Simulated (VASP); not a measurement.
# Al (P6_3/mmc) in VASP: notebook

The runs below take Al through single point, with r2SCAN.

Everything below comes from runs of VASP 6.6.1. Logs are shortened: lines on timing, memory, paths and dates and some standing lists are left out, and cuts for length are marked.

## (1) The cell of the first run

The structure is hexagonal, space group P6_3/mmc (No. 194). Conventional cell: a = 2.801 Å, b = 2.801 Å, c = 4.522 Å, α = 90.00°, β = 90.00°, γ = 120.00°. Within 3.7 Å of Al (site symmetry -6m2) lie 12 Al at 2.78 to 2.80 Å.

This isn't the form of Al at room conditions, which is fcc.

## (2) Single point, r2SCAN (15.37 Å³/atom)

Input file POSCAR:

```
Al
1.0
    2.8013294389      0.0000000000      0.0000000000
   -1.4006647194      2.4260224584      0.0000000000
    0.0000000000      0.0000000000      4.5221828602
Al
2
Direct
    0.3333333333      0.6666666667      0.2500000000
    0.6666666667      0.3333333333      0.7500000000
```

Input file INCAR.step1:

```
SYSTEM = Al
PREC = Accurate
ENCUT = 520
ISMEAR = -1
SIGMA = 0.1
LREAL = .False.
LASPH = .True.
NELM = 60
NBANDS = 10
GGA = PE
ALGO = Normal
EDIFF = 1E-4
LWAVE = .True.
LCHARG = .False.
```

Input file INCAR.step2:

```
SYSTEM = Al
PREC = Accurate
ENCUT = 520
EDIFF = 1E-6
ISMEAR = -1
SIGMA = 0.1
LREAL = .False.
LASPH = .True.
NELM = 60
ALGO = Normal
ISIF = 2
LWAVE = .False.
LCHARG = .False.
METAGGA = R2SCAN
LMIXTAU = .True.
NBANDS = 10
ISTART = 1
```

Input file KPOINTS:

```
Automatic mesh
0
Gamma
  14 14 8
  0 0 0
```

Potentials or basis: VASP PAW PBE potentials, release 64 (Al).

Command:

```
$ cat potpaw_PBE.64/Al/POTCAR > POTCAR
$ cp INCAR.step1 INCAR
$ mpirun -np 1 vasp_std > vasp.out
$ cp INCAR.step2 INCAR
$ mpirun -np 1 vasp_std > vasp.out
```

OUTCAR:

```text
SYSTEM = Al
   PREC = Accurate
   ENCUT = 520
   EDIFF = 1E-6
   ISMEAR = -1
   LREAL = .False.
   LASPH = .True.
   NELM = 60
   ISIF = 2
   METAGGA = R2SCAN
   ISTART = 1

 ion  position               nearest neighbor table
   1  0.333  0.667  0.250-   2 2.78   2 2.78   2 2.78   2 2.78   2 2.78   2 2.78
   2  0.667  0.333  0.750-   1 2.78   1 2.78   1 2.78   1 2.78   1 2.78   1 2.78

  LATTYP: Found a hexagonal cell.
 ALAT       =     2.8013294389
 C/A-ratio  =     1.6142988388

  Lattice vectors:

 A1 = (   2.8013294389,   0.0000000000,   0.0000000000)
 A2 = (  -1.4006647194,   2.4260224584,   0.0000000000)
 A3 = (   0.0000000000,   0.0000000000,   4.5221828602)

Analysis of symmetry for initial positions (statically):
=====================================================================
 Subroutine PRICEL returns:
 Original cell was already a primitive cell.

 Routine SETGRP: Setting up the symmetry group for a
 hexagonal supercell.

 Subroutine GETGRP returns: Found 24 space group operations
 (whereof 12 operations were pure point group operations)
 out of a pool of 24 trial point group operations.

The static configuration has the point symmetry D_3d.
 The point group associated with its full space group is D_6h.

Analysis of symmetry for dynamics (positions and initial velocities):
=====================================================================
 Subroutine PRICEL returns:
 Original cell was already a primitive cell.

 Routine SETGRP: Setting up the symmetry group for a
 hexagonal supercell.

 Subroutine GETGRP returns: Found 24 space group operations
 (whereof 12 operations were pure point group operations)
 out of a pool of 24 trial point group operations.

The dynamic configuration has the point symmetry D_3d.
 The point group associated with its full space group is D_6h.

 Subroutine INISYM returns: Found 24 space group operations
 (whereof 12 operations are pure point group operations),
 and found     1 'primitive' translations

----------------------------------------------------------------------------------------

                                     Primitive cell

  volume of cell :      30.7332

  direct lattice vectors                    reciprocal lattice vectors
     2.801329439  0.000000000  0.000000000     0.356973366  0.206098669  0.000000000
    -1.400664719  2.426022458  0.000000000     0.000000000  0.412197338  0.000000000
     0.000000000  0.000000000  4.522182860     0.000000000  0.000000000  0.221132146

  length of vectors
     2.801329439  2.801329439  4.522182860     0.412197338  0.412197338  0.221132146

  position of ions in fractional coordinates (direct lattice)
     0.333333333  0.666666667  0.250000000
     0.666666667  0.333333333  0.750000000

  ion indices of the primitive-cell ions
   primitive index   ion index
                 1           1
                 2           2

----------------------------------------------------------------------------------------

 KPOINTS: Automatic mesh

Automatic generation of k-mesh.
 Grid dimensions read from file:
 generate k-points for:   14   14    8

 Generating k-lattice:

  Cartesian coordinates                     Fractional coordinates (reciprocal lattice)
     0.025498098  0.014721334  0.000000000     0.071428571  0.000000000  0.000000000
     0.000000000  0.029442667  0.000000000     0.000000000  0.071428571  0.000000000
     0.000000000  0.000000000  0.027641518     0.000000000  0.000000000  0.125000000

  Length of vectors
     0.029442667  0.029442667  0.027641518

  Shift w.r.t. Gamma in fractional coordinates (k-lattice)
     0.000000000  0.000000000  0.000000000

 Subroutine IBZKPT returns following result:
 ===========================================

 Found    120 irreducible k-points:

 Following reciprocal coordinates:
            Coordinates               Weight
  0.000000  0.000000  0.000000      1.000000
  0.071429  0.000000  0.000000      6.000000
  0.142857  0.000000  0.000000      6.000000
  0.214286  0.000000  0.000000      6.000000
  0.285714  0.000000  0.000000      6.000000
  0.357143  0.000000  0.000000      6.000000
[... 16 lines left out ...]
  0.285714  0.285714  0.000000      6.000000
  0.357143  0.285714  0.000000      6.000000
 [... further k-points ...]
   k-points           NKPTS =    120   k-points in BZ     NKDIM =    120   number of bands    NBANDS=     10
   number of dos      NEDOS =    301   number of ions     NIONS =      2
   total plane-waves  NPLWV =  20736
   dimension x,y,z NGX =    24 NGY =   24 NGZ =   36
   dimension x,y,z NGXF=    48 NGYF=   48 NGZF=   72
   ions per type =               2
   NGX,Y,Z   is equivalent  to a cutoff of  14.24, 14.24, 13.23 a.u.
   NGXF,Y,Z  is equivalent  to a cutoff of  28.49, 28.49, 26.47 a.u.
 SYSTEM =  Al
   PREC   = accura    normal or accurate (medium, high low for compatibility)
   ISTART =      1    job   : 0-new  1-cont  2-samecut
   ICHARG =      0    charge: 1-file 2-atom 10-const
   ISPIN  =      1    spin polarized calculation?
   LNONCOLLINEAR =      F non collinear calculations
   LSORBIT =      F    spin-orbit coupling
   LASPH  =      T    aspherical Exc in radial PAW
   ENCUT  =  520.0 eV  38.22 Ry    6.18 a.u.   5.21  5.21  8.41*2*pi/ulx,y,z
   NELM   =     60;   NELMIN=  2; NELMDL=  0     # of ELM steps
   EDIFF  = 0.1E-05   stopping-criterion for ELM
   LREAL  =      F    real-space projection
   EDIFFG = 0.1E-04   stopping-criterion for IOM
   NSW    =      0    number of steps for IOM
   IBRION =     -1    ionic relax: 0-MD 1-quasi-New 2-CG
   NFREE  =      0    steps in history (QN), initial steepest desc. (CG)
   ISIF   =      2    stress and relaxation
   ISYM   =      2    0-nonsym 1-usesym 2-fastsym
   POTIM  = 0.5000    time-step for ionic-motion
   TEBEG  =    0.0;   TEEND  =   0.0 temperature during run
   PSTRESS=    0.0 pullay stress
   NELECT =       6.0000    total number of electrons
   NUPDOWN=      -1.0000    fix difference up-down
   EMIN   =  10.00;   EMAX   =-10.00  energy-range for DOS
   EFERMI =   0.00;   METHOD = LEGACY
   ISMEAR =    -1;   SIGMA  =   0.10  broadening in eV -4-tet -1-fermi 0-gaus
   EFERMI_NEDOS =   21; number of points for ismear=-14 and -15
   IALGO  =     38    algorithm
   IMIX   =      4    mixing-type and parameters
     AMIX     =   0.40;   BMIX     =  1.00
     AMIX_MAG =   1.60;   BMIX_MAG =  1.00
  volume/ion in A,a.u.               =      15.37       103.70
  Fermi-wavevector in a.u.,A,eV,Ry     =   0.949707  1.794686 12.271679  0.901943
  Thomas-Fermi vector in A             =   2.078015
   LORBIT       =      0    0 simple, 1 ext, 2 COOP (PROOUT), +10 PAW based schemes
   METAGGA = R2SCAN    functional components
   LHFCALC =     F    Hartree Fock is set to
   AEXX    =    0.0000 exact exchange contribution
   IVDW    =     0    specifies the selected vdW correction
   LEPSILON=     F    determine dielectric tensor
   LRPA    =     F    only Hartree local field effects (RPA)
 non-spin polarized calculation
  energy-cutoff  :      520.00
  volume of cell :       30.73
 maximum number of plane-waves:       840
 NGX is ok and might be reduce to    24
   NGX = 11   NGY = 11   NGZ = 17

 number of electron       6.0000000 magnetization

 Free energy of the ion-electron system (eV)
  ---------------------------------------------------
  ext. energy  EPLUGINS =         0.00000000
  ---------------------------------------------------
  free energy    TOTEN  =       -13.39455297 eV

  energy without entropy =      -13.37009137  energy(sigma->0) =      -13.38232217

 E-fermi :   8.8028     XC(G=0): -11.1794

 val. band max:        8.7145857532   @ k =   0.2857   0.0714   0.2500
 cond. band min:       8.8419079750   @ k =   0.2857   0.0714   0.0000
 fundamental gap:      0.1273222218
 Fermi energy:         8.8027616722

 k-point     1 :       0.0000    0.0000    0.0000
  band No.  band energies     occupation
      1      -3.5813      2.00000
      2       3.5553      2.00000
      3       4.2938      2.00000
      4      20.5229      0.00000
      5      20.5229      0.00000
      6      20.6753      0.00000
      7      20.6753      0.00000
      8      22.0695      0.00000
      9      24.3511      0.00000
     10      25.6291      0.00000

 k-point     2 :       0.0714    0.0000    0.0000
  band No.  band energies     occupation
      1      -3.4452      2.00000
      2       3.6815      2.00000
      3       4.4237      2.00000
      4      18.0466      0.00000
      5      19.1093      0.00000
      6      20.4098      0.00000
      7      22.2928      0.00000
      8      23.0490      0.00000
      9      24.3383      0.00000
     10      24.9669      0.00000

 k-point     3 :       0.1429    0.0000    0.0000
  band No.  band energies     occupation
      1      -3.0377      2.00000
      2       4.0602      2.00000
      3       4.8094      2.00000
      4      15.1238      0.00000
      5      17.8487      0.00000
      6      19.1353      0.00000
      7      21.6031      0.00000
      8      22.2708      0.00000
      9      23.8212      0.00000
     10      24.2556      0.00000

 k-point     4 :       0.2143    0.0000    0.0000
  band No.  band energies     occupation
      1      -2.3612      2.00000
      2       4.6914      2.00000
      3       5.4353      2.00000
      4      12.3321      0.00000
      5      16.8179      0.00000
      6      17.6833      0.00000
      7      18.8371      0.00000
      8      20.3997      0.00000
      9      23.1623      0.00000
     10      23.4158      0.00000
[... 222 lines left out ...]
 k-point    22 :       0.3571    0.2143    0.0000
  band No.  band energies     occupation
      1       2.9215      2.00000
      2       4.7001      2.00000
      3       8.0789      1.99856
      4       9.6817      0.00030
      5      10.8259      0.00000
      6      11.5924      0.00000
      7      13.2991      0.00000
      8      15.2878      0.00000
      9      16.5466      0.00000
     10      24.2716      0.00000

 k-point    23 :       0.2857    0.2857    0.0000
  band No.  band energies     occupation
      1       2.7933      2.00000
      2       6.2425      2.00000
      3       6.3784      2.00000
      4       9.5793      0.00085
      5      10.7934      0.00000
      6      12.7321      0.00000
      7      13.8762      0.00000
      8      14.1981      0.00000
      9      15.2795      0.00000
     10      26.8497      0.00000

 k-point    24 :       0.3571    0.2857    0.0000
  band No.  band energies     occupation
      1       4.4545      2.00000
      2       4.4561      2.00000
      3       6.2017      2.00000
      4      10.8779      0.00000
      5      11.5067      0.00000
      6      11.5346      0.00000
      7      13.4224      0.00000
      8      13.5230      0.00000
      9      14.8220      0.00000
     10      27.0967      0.00000

 [... further k-points ...]
[... 5 lines left out ...]
  --------------------------------------------------------------------------------------
  -------------------------------------------------------------------------------------
  Total        0.5347643      0.5347643      1.0179833      0.0000000     -0.0000000      0.0000000
  in kB       27.8782746     27.8782746     53.0693910      0.0000000     -0.0000000      0.0000000
  external PRESSURE =      36.2753134 kB  Pullay stress =       0.0000000 kB

 VOLUME and BASIS-vectors are now :
 -----------------------------------------------------------------------------
  energy-cutoff  :      520.00
  volume of cell :       30.73
      direct lattice vectors                 reciprocal lattice vectors
     2.801329439  0.000000000  0.000000000     0.356973366  0.206098669  0.000000000
    -1.400664719  2.426022458  0.000000000     0.000000000  0.412197338  0.000000000
     0.000000000  0.000000000  4.522182860     0.000000000  0.000000000  0.221132146

 POSITION                                       TOTAL-FORCE (eV/Angst)
 -----------------------------------------------------------------------------------
     -0.00000      1.61735      1.13055         0.000000     -0.000000      0.000000
      1.40066      0.80867      3.39164        -0.000000      0.000000      0.000000
 -----------------------------------------------------------------------------------
    total drift:                                0.000000     -0.000000     -0.000000

  FREE ENERGIE OF THE ION-ELECTRON SYSTEM (eV)
  ---------------------------------------------------
  free  energy   TOTEN  =       -13.3945529716 eV

  energy  without entropy=      -13.3700913677  energy(sigma->0) =      -13.38232217
```

Wall time 2.3 min (1 thread of Intel Xeon 8259CL, shared host); peak memory 0.17 GiB.

What came out:

| Quantity | Value |
| --- | --- |
| Free energy | -13.3946 eV |
| Pressure | 3.6 GPa |
| Band gap on the k mesh | zero (bands 3 and 4 overlap by 8.24 eV) |

Stress tensor (GPa, compression positive):
```
2.79 0.00 0.00
0.00 2.79 0.00
0.00 0.00 5.31
```

Caveat: the cell stands under pressure; the PAW data sets were made with another functional, which shifts forces and pressure a little.

## (3) Single point, r2SCAN (16.01 Å³/atom)

This run uses another cell than the first one, of 16.01 Å³/atom.

Input file POSCAR:

```
Al
1.0
    2.8397085839      0.0000000000      0.0000000000
   -1.4198542919      2.4592597730      0.0000000000
    0.0000000000      0.0000000000      4.5841382694
Al
2
Direct
    0.3333333333      0.6666666667      0.2500000000
    0.6666666667      0.3333333333      0.7500000000
```

Input file INCAR.step1:

```
SYSTEM = Al
PREC = Accurate ; ENCUT = 520
ISMEAR = -1 ; SIGMA = 0.1
LREAL = .False. ; LASPH = .True.
NELM = 100 ; NBANDS = 10
GGA = PE ; ALGO = Normal
EDIFF = 1E-4 ; LWAVE = .True.
LCHARG = .False.
```

Input file INCAR.step2:

```
SYSTEM = Al
PREC = Accurate ; ENCUT = 520
EDIFF = 1E-7 ; ISMEAR = -1
SIGMA = 0.1 ; LREAL = .False.
LASPH = .True. ; NELM = 100
ALGO = Normal ; ISIF = 2
LWAVE = .False. ; LCHARG = .False.
METAGGA = R2SCAN ; LMIXTAU = .True.
NBANDS = 10 ; ISTART = 1
```

KPOINTS is that of step 2.

Potentials or basis: VASP PAW PBE potentials, release 64 (Al).

Command:

```
$ cat potpaw_PBE.64/Al/POTCAR > POTCAR
$ cp INCAR.step1 INCAR
$ mpirun -np 1 vasp_std > vasp.out
$ cp INCAR.step2 INCAR
$ mpirun -np 1 vasp_std > vasp.out
```

Run time: 2.8 min. Hardware: 1 thread of Intel Xeon 8259CL, shared host; peak memory 0.17 GiB.

Results (log left out):

```yaml
Free_energy: -13.4070 eV
Pressure: -0.3 GPa
Band_gap_on_the_k_mesh: zero (bands 3 and 4 overlap by 8.11 eV)
```

Stress tensor (GPa, compression positive):
```
-1.04  0.00  0.00
 0.00 -1.04  0.00
 0.00  0.00  1.13
```

Levels at points of the mesh, in eV from the Fermi level:
```tsv
k point	band 1	band 2	band 3	band 4	band 5	band 6	band 7
(0.00, 0.00, 0.00)	-12.08	-5.08	-4.45	11.37	11.37	11.64	11.64
(0.50, 0.00, 0.00)	-5.76	-5.72	0.60	1.41	1.44	2.11	5.99
(0.00, 0.00, 0.50)	-10.23	-10.23	3.94	3.94	12.55	12.55	12.55
(0.50, 0.00, 0.50)	-4.38	-4.38	-3.43	-3.43	7.57	7.57	8.03
```

Caveat: the PAW data sets were made with another functional, which shifts forces and pressure a little.

## (4) Single point, r2SCAN (16.65 Å³/atom)

This run uses another cell than the first one, of 16.65 Å³/atom.

Input file POSCAR:

```
Al
1.0
    2.8770774559      0.0000000000      0.0000000000
   -1.4385387279      2.4916221654      0.0000000000
    0.0000000000      0.0000000000      4.6444627961
Al
2
Direct
    0.3333333333      0.6666666667      0.2500000000
    0.6666666667      0.3333333333      0.7500000000
```

Input file INCAR.step1:

```
PREC = Accurate
ENCUT = 520
ISMEAR = -1
SIGMA = 0.1
LREAL = F
LASPH = T
NELM = 80
NBANDS = 10
GGA = PE
ALGO = Normal
EDIFF = 1E-4
LWAVE = T
LCHARG = F
```

Input file INCAR.step2:

```
PREC = Accurate
ENCUT = 520
EDIFF = 1E-7
ISMEAR = -1
SIGMA = 0.1
LREAL = F
LASPH = T
NELM = 80
ALGO = Normal
ISIF = 2
LWAVE = F
LCHARG = F
METAGGA = R2SCAN
LMIXTAU = T
NBANDS = 10
ISTART = 1
```

Input file KPOINTS:

```
Automatic mesh
0
Gamma
  14 14 8
```

Command:

```
$ cat potpaw_PBE.64/Al/POTCAR > POTCAR
$ cp INCAR.step1 INCAR
$ mpirun -np 1 vasp_std > vasp.out
$ cp INCAR.step2 INCAR
$ mpirun -np 1 vasp_std > vasp.out
```

It took 2.5 min on 1 thread of Intel Xeon 8259CL, shared host; peak memory 0.17 GiB.

Results (log left out):

| Property | Result |
| --- | --- |
| Free energy | -13.3911 eV |
| Pressure | -3.5 GPa |
| Band gap on the k mesh | zero (bands 3 and 4 overlap by 7.98 eV) |

Stress tensor (GPa, compression positive):
```
-4.10  0.00  0.00
 0.00 -4.10  0.00
 0.00  0.00 -2.27
```

Levels at points of the mesh, in eV from the Fermi level:
| k point | band 1 | band 2 | band 3 | band 4 | band 5 | band 6 |
| --- | --- | --- | --- | --- | --- | --- |
| (0.00, 0.00, 0.00) | -11.80 | -4.91 | -4.39 | 11.04 | 11.04 | 11.43 |
| (0.50, 0.00, 0.00) | -5.65 | -5.55 | 0.60 | 1.36 | 1.47 | 2.03 |
| (0.00, 0.00, 0.50) | -9.99 | -9.99 | 3.86 | 3.86 | 12.31 | 12.31 |
| (0.50, 0.00, 0.50) | -4.25 | -4.25 | -3.38 | -3.38 | 7.36 | 7.36 |

Caveat: the cell stands under tension; the PAW data sets were made with another functional, which shifts forces and pressure a little.

(Continued in part 2 of 2.)
